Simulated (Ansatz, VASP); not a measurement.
**Two plane-wave programs on SrCo3**

Contents of INCAR:

```
ALGO = Normal
EDIFF = 1E-7
ENCUT = 520
GGA = PE
ISIF = 2
ISMEAR = 0
ISPIN = 2
LASPH = True
LCHARG = False
LMAXMIX = 4
LORBIT = 11
LREAL = False
LWAVE = False
MAGMOM = 0 1.69 1.69 1.69
NBANDS = 30
NELM = 150
PREC = Accurate
SIGMA = 0.05
```

Contents of KPOINTS:

```
k-points
0
Gamma
  8 8 8
```

POSCAR

```
SrCo3
1.0
    4.1361682395      0.0000000000      0.0000000000
    0.0000000000      4.1361682395      0.0000000000
    0.0000000000      0.0000000000      4.1361682395
Sr Co
1 3
Direct
    0.0000000000      0.0000000000      0.0000000000
    0.0000000000      0.5000000000      0.5000000000
    0.5000000000      0.5000000000      0.0000000000
    0.5000000000      0.0000000000      0.5000000000
```

Input for Ansatz:

```yaml
crystal:
  lattice:
    - [4.1361682395, 0.0, 0.0]
    - [0.0, 4.1361682395, 0.0]
    - [0.0, 0.0, 4.1361682395]
  atoms:
    - { symbol: Sr, position: [0.0, 0.0, 0.0] }
    - { symbol: Co, position: [0.0, 0.5, 0.5], spin: 1.69 }
    - { symbol: Co, position: [0.5, 0.5, 0.0], spin: 1.69 }
    - { symbol: Co, position: [0.5, 0.0, 0.5], spin: 1.69 }
basis:
  ecutwfc: 420
  ecutrho_ratio: 4
kpoints:
  mp_grid: { grid: [8, 8, 8] }
hamiltonian:
  xc: pbe
scf:
  occupations: { method: gaussian, width: 0.05 }
output:
  forces: true
  stress: true
  eigenvalues: true
  populations: true
magnetization:
  spin_polarized: true
```

Alike in both runs: task single point; functional PBE; k mesh 8 × 8 × 8; occupations gaussian, width 0.05 eV; collinear spin.

|  | VASP | Ansatz |
| --- | --- | --- |
| version | VASP 6.6.1 | Ansatz 0.2.0 |
| potentials or method | VASP PAW PBE potentials, release 64 (Sr_sv, Co), cutoff 520 eV | scalar-relativistic, plane waves, PAW |
| valence electrons in the cell | 37 | 61 |

```tsv
	VASP	Ansatz	Ansatz less VASP
gap on the k mesh at the Fermi level (eV)	none	none	-
pressure (GPa)	-5.6	-5.8	-0.25
net moment per atom (μB)	1.05	1.06	+0.012
size of the moment on the site where the two differ most (μB)	1.54	1.56	+0.024
```

Site moments also hang on the region over which each program counts them. A gap of «none» marks a metal or a gap that the smearing closes. VASP's potentials hold 37 valence electrons a cell and Ansatz's 61, so a difference there can come from the potentials and not from the codes.
